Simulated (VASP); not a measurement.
# Si2N (Immm) in VASP: a series of runs, part 2 of 3

VASP 6.6.1.

### 3 Single point, PBE

This run uses another cell than the first one, of 12.61 Å³/atom, 1.006 times its volume.

Contents of INCAR:

```
  PREC = Accurate
  ENCUT = 520
  EDIFF = 1E-6
  ISMEAR = 0
  SIGMA = 0.1
  LREAL = False
  LASPH = True
  NELM = 60
  ALGO = Normal
  ISIF = 2
  LWAVE = False
  LCHARG = False
  GGA = PE
  NBANDS = 14
```

Contents of KPOINTS:

```
Automatic mesh
0
Gamma
  8 8 8
```

Contents of POSCAR:

```
Si2N
1.0
   -1.3114853124      1.8113361508      3.9827687092
    1.3114853124     -1.8113361508      3.9827687092
    1.3114853124      1.8113361508     -3.9827687092
Si N
2 1
Direct
    0.8307786743      0.3307786743      0.5000000000
    0.1692213257      0.6692213257      0.5000000000
    0.0000000000      0.0000000000      0.0000000000
```

Potentials or basis: VASP PAW PBE potentials, release 64 (Si, N).

The run is started by

```console
cat potpaw_PBE.64/Si/POTCAR potpaw_PBE.64/N/POTCAR > POTCAR
mpirun -np 1 vasp_std > vasp.out
```

OUTCAR:

```text
PREC = Accurate
   ENCUT = 520
   EDIFF = 1E-6
   ISMEAR = 0
   LREAL = False
   LASPH = True
   NELM = 60
   ISIF = 2
   GGA = PE

 ion  position               nearest neighbor table
   1  0.831  0.331  0.500-   3 1.88   3 1.88   2 2.58   2 2.58   2 2.58   2 2.58   2 2.70
   2  0.169  0.669  0.500-   3 1.88   3 1.88   1 2.58   1 2.58   1 2.58   1 2.58   1 2.70
   3  0.000  0.000  0.000-   1 1.88   2 1.88   2 1.88   1 1.88

  LATTYP: Found a body centered orthorhombic cell.
 ALAT       =     2.6229706248
 B/A-ratio  =     1.3811333865
 C/A-ratio  =     3.0368382105

  Lattice vectors:

 A1 = (  -1.3114853124,   1.8113361508,   3.9827687092)
 A2 = (   1.3114853124,  -1.8113361508,   3.9827687092)
 A3 = (   1.3114853124,   1.8113361508,  -3.9827687092)

Analysis of symmetry for initial positions (statically):
=====================================================================
 Subroutine PRICEL returns:
 Original cell was already a primitive cell.

 Routine SETGRP: Setting up the symmetry group for a
 body centered orthorhombic supercell.

 Subroutine GETGRP returns: Found  8 space group operations
 (whereof  8 operations were pure point group operations)
 out of a pool of  8 trial point group operations.

The static configuration has the point symmetry D_2h.

Analysis of symmetry for dynamics (positions and initial velocities):
=====================================================================
 Subroutine PRICEL returns:
 Original cell was already a primitive cell.

 Routine SETGRP: Setting up the symmetry group for a
 body centered orthorhombic supercell.

 Subroutine GETGRP returns: Found  8 space group operations
 (whereof  8 operations were pure point group operations)
 out of a pool of  8 trial point group operations.

The dynamic configuration has the point symmetry D_2h.

 Subroutine INISYM returns: Found  8 space group operations
 (whereof  8 operations are pure point group operations),
 and found     1 'primitive' translations

----------------------------------------------------------------------------------------

                                     Primitive cell

  volume of cell :      37.8449

  direct lattice vectors                    reciprocal lattice vectors
    -1.311485312  1.811336151  3.982768709     0.000000000  0.276039320  0.125540808
     1.311485312 -1.811336151  3.982768709     0.381247121  0.000000000  0.125540808
     1.311485312  1.811336151 -3.982768709     0.381247121  0.276039320  0.000000000

  length of vectors
     4.567644794  4.567644794  4.567644794     0.303246106  0.401384930  0.470687873

  position of ions in fractional coordinates (direct lattice)
     0.830778674  0.330778674  0.500000000
     0.169221326  0.669221326  0.500000000
     0.000000000  0.000000000  0.000000000

  ion indices of the primitive-cell ions
   primitive index   ion index
                 1           1
                 2           2
                 3           3

----------------------------------------------------------------------------------------

 KPOINTS: Automatic mesh

Automatic generation of k-mesh.
 Grid dimensions read from file:
 generate k-points for:    8    8    8

[... 46 lines left out ...]
   number of dos      NEDOS =    301   number of ions     NIONS =      3
   total plane-waves  NPLWV =  46656
   dimension x,y,z NGX =    36 NGY =   36 NGZ =   36
   dimension x,y,z NGXF=    72 NGYF=   72 NGZF=   72
   ions per type =               2   1
   NGX,Y,Z   is equivalent  to a cutoff of  13.10, 13.10, 13.10 a.u.
   NGXF,Y,Z  is equivalent  to a cutoff of  26.21, 26.21, 26.21 a.u.
 SYSTEM =  unknown system
   PREC   = accura    normal or accurate (medium, high low for compatibility)
   ISTART =      0    job   : 0-new  1-cont  2-samecut
   ICHARG =      2    charge: 1-file 2-atom 10-const
   ISPIN  =      1    spin polarized calculation?
   LNONCOLLINEAR =      F non collinear calculations
   LSORBIT =      F    spin-orbit coupling
   LASPH  =      T    aspherical Exc in radial PAW
   ENCUT  =  520.0 eV  38.22 Ry    6.18 a.u.   8.49  8.49  8.49*2*pi/ulx,y,z
   NELM   =     60;   NELMIN=  2; NELMDL= -5     # of ELM steps
   EDIFF  = 0.1E-05   stopping-criterion for ELM
   LREAL  =      F    real-space projection
   EDIFFG = 0.1E-04   stopping-criterion for IOM
   NSW    =      0    number of steps for IOM
   IBRION =     -1    ionic relax: 0-MD 1-quasi-New 2-CG
   NFREE  =      0    steps in history (QN), initial steepest desc. (CG)
   ISIF   =      2    stress and relaxation
   ISYM   =      2    0-nonsym 1-usesym 2-fastsym
   POTIM  = 0.5000    time-step for ionic-motion
   TEBEG  =    0.0;   TEEND  =   0.0 temperature during run
   PSTRESS=    0.0 pullay stress
   NELECT =      13.0000    total number of electrons
   NUPDOWN=      -1.0000    fix difference up-down
   EMIN   =  10.00;   EMAX   =-10.00  energy-range for DOS
   EFERMI =   0.00;   METHOD = LEGACY
   ISMEAR =     0;   SIGMA  =   0.10  broadening in eV -4-tet -1-fermi 0-gaus
   EFERMI_NEDOS =   21; number of points for ismear=-14 and -15
   IALGO  =     38    algorithm
   IMIX   =      4    mixing-type and parameters
     AMIX     =   0.40;   BMIX     =  1.00
     AMIX_MAG =   1.60;   BMIX_MAG =  1.00
  volume/ion in A,a.u.               =      12.61        85.13
  Fermi-wavevector in a.u.,A,eV,Ry     =   1.146534  2.166634 17.885391  1.314539
  Thomas-Fermi vector in A             =   2.283217
   LORBIT       =      0    0 simple, 1 ext, 2 COOP (PROOUT), +10 PAW based schemes
   GGA     = PE    functional components
   LHFCALC =     F    Hartree Fock is set to
   AEXX    =    0.0000 exact exchange contribution
   IVDW    =     0    specifies the selected vdW correction
   LEPSILON=     F    determine dielectric tensor
   LRPA    =     F    only Hartree local field effects (RPA)
 non-spin polarized calculation
 Gauss-broadening in eV      SIGMA  =   0.10
  energy-cutoff  :      520.00
  volume of cell :       37.84
 maximum number of plane-waves:      1036
 NGX is ok and might be reduce to    36
   NGX = 17   NGY = 17   NGZ = 17

 number of electron      13.0000000 magnetization

 Free energy of the ion-electron system (eV)
  ---------------------------------------------------
  ext. energy  EPLUGINS =         0.00000000
  ---------------------------------------------------
  free energy    TOTEN  =       -18.77910242 eV

  energy without entropy =      -18.77376716  energy(sigma->0) =      -18.77643479

 E-fermi :   8.8891     XC(G=0): -10.7652

 val. band max:        8.8561705243   @ k =   0.2500   0.2500   0.1250
 cond. band min:       8.8998299734   @ k =   0.5000   0.5000   0.1250
 fundamental gap:      0.0436594491
 Fermi energy:         8.8891284229

 k-point     1 :       0.0000    0.0000    0.0000
  band No.  band energies     occupation
      1     -10.0100      2.00000
      2      -1.2185      2.00000
      3      -0.6787      2.00000
      4       4.2347      2.00000
      5       5.1659      2.00000
      6       6.0706      2.00000
      7       9.4062      0.00000
      8      12.2490      0.00000
      9      14.4191      0.00000
     10      14.6354      0.00000
     11      15.6580      0.00000
     12      17.1008      0.00000
     13      18.4269      0.00000
     14      21.9281      0.00000
[... 377 lines left out ...]
      1      -7.7477      2.00000
      2      -1.4589      2.00000
      3      -0.7035      2.00000
      4       3.7470      2.00000
      5       4.2524      2.00000
      6       6.7639      2.00000
      7       7.7059      2.00000
      8       9.9655      0.00000
      9      12.4861      0.00000
     10      13.7358      0.00000
     11      14.9322      0.00000
     12      15.3211      0.00000
     13      19.2659      0.00000
     14      20.8307      0.00000

 [... further k-points ...]

------------------------ aborting loop because EDIFF is reached ----------------------------------------

  FORCE on cell =-STRESS in cart. coord.  units (eV):
  Direction    XX          YY          ZZ          XY          YZ          ZX
  --------------------------------------------------------------------------------------
  -------------------------------------------------------------------------------------
  Total       -0.0072230      0.0003861     -0.0398213      0.0000000      0.0000000      0.0000000
  in kB       -0.3057881      0.0163475     -1.6858467      0.0000000      0.0000000      0.0000000
  external PRESSURE =      -0.6584291 kB  Pullay stress =       0.0000000 kB

 VOLUME and BASIS-vectors are now :
 -----------------------------------------------------------------------------
  energy-cutoff  :      520.00
  volume of cell :       37.84
      direct lattice vectors                 reciprocal lattice vectors
    -1.311485312  1.811336151  3.982768709     0.000000000  0.276039320  0.125540808
     1.311485312 -1.811336151  3.982768709     0.381247121  0.000000000  0.125540808
     1.311485312  1.811336151 -3.982768709     0.381247121  0.276039320  0.000000000

 POSITION                                       TOTAL-FORCE (eV/Angst)
 -----------------------------------------------------------------------------------
      0.00000      1.81134      2.63483         0.000000      0.000000      0.011396
      1.31149      0.00000      1.34794        -0.000000     -0.000000     -0.011396
      0.00000      0.00000      0.00000        -0.000000     -0.000000      0.000000
 -----------------------------------------------------------------------------------
    total drift:                               -0.000000      0.000000      0.000000

  FREE ENERGIE OF THE ION-ELECTRON SYSTEM (eV)
  ---------------------------------------------------
  free  energy   TOTEN  =       -18.7791024171 eV

  energy  without entropy=      -18.7737671614  energy(sigma->0) =      -18.77643479
```

OSZICAR:

```text
N       E                     dE             d eps       ncg     rms          rms(c)
DAV:   1     0.228268909258E+02    0.22827E+02   -0.54394E+03  2660   0.783E+02
DAV:   2    -0.184855293276E+02   -0.41312E+02   -0.38215E+02  3430   0.141E+02
DAV:   3    -0.205076887920E+02   -0.20222E+01   -0.20117E+01  3560   0.299E+01
DAV:   4    -0.205219214054E+02   -0.14233E-01   -0.14231E-01  3110   0.285E+00
DAV:   5    -0.205220646995E+02   -0.14329E-03   -0.14329E-03  3608   0.284E-01    0.961E+00
DAV:   6    -0.187837796185E+02    0.17383E+01   -0.63434E+00  3292   0.185E+01    0.435E+00
DAV:   7    -0.187951107609E+02   -0.11331E-01   -0.58924E-01  2966   0.585E+00    0.246E+00
DAV:   8    -0.187818298215E+02    0.13281E-01   -0.68286E-02  3480   0.192E+00    0.477E-01
DAV:   9    -0.187786326787E+02    0.31971E-02   -0.18599E-02  3486   0.104E+00    0.137E-01
DAV:  10    -0.187790354772E+02   -0.40280E-03   -0.19454E-03  3140   0.313E-01    0.631E-02
DAV:  11    -0.187790997166E+02   -0.64239E-04   -0.10330E-04  3398   0.723E-02    0.151E-02
DAV:  12    -0.187791024256E+02   -0.27091E-05   -0.67968E-06  3470   0.186E-02    0.720E-03
DAV:  13    -0.187791024171E+02    0.85141E-08   -0.36947E-06  3208   0.147E-02
   1 F= -.18779102E+02 E0= -.18776435E+02  d E =-.533526E-02
```

stdout:

```text
POSCAR found type information on POSCAR SiN
 POSCAR found :  2 types and       3 ions
 scaLAPACK will be used
 LDA part: xc-table for (Slater+PW92), standard interpolation
 POSCAR, INCAR and KPOINTS ok, starting setup
 FFT: planning ... GRIDC
 FFT: planning ... GRID_SOFT
 FFT: planning ... GRID
 WAVECAR not read
 entering main loop
```

It took 55 s on 1 thread of Intel Xeon Platinum 8488C (Sapphire Rapids), shared host; peak memory 0.2 GiB.

What came out:

| Item | Value |
| --- | --- |
| Free energy | -18.7791 eV |
| Pressure | -0.1 GPa |
| Largest force | 0.011 eV/Å |

Forces in eV/Å, atoms in the order of the input:
```
Si   0.000  0.000  0.011
Si   0.000  0.000 -0.011
N    0.000  0.000  0.000
```

Caveat: the k points lie up to 0.37 Å⁻¹ apart.

[end of part 2 of 3]
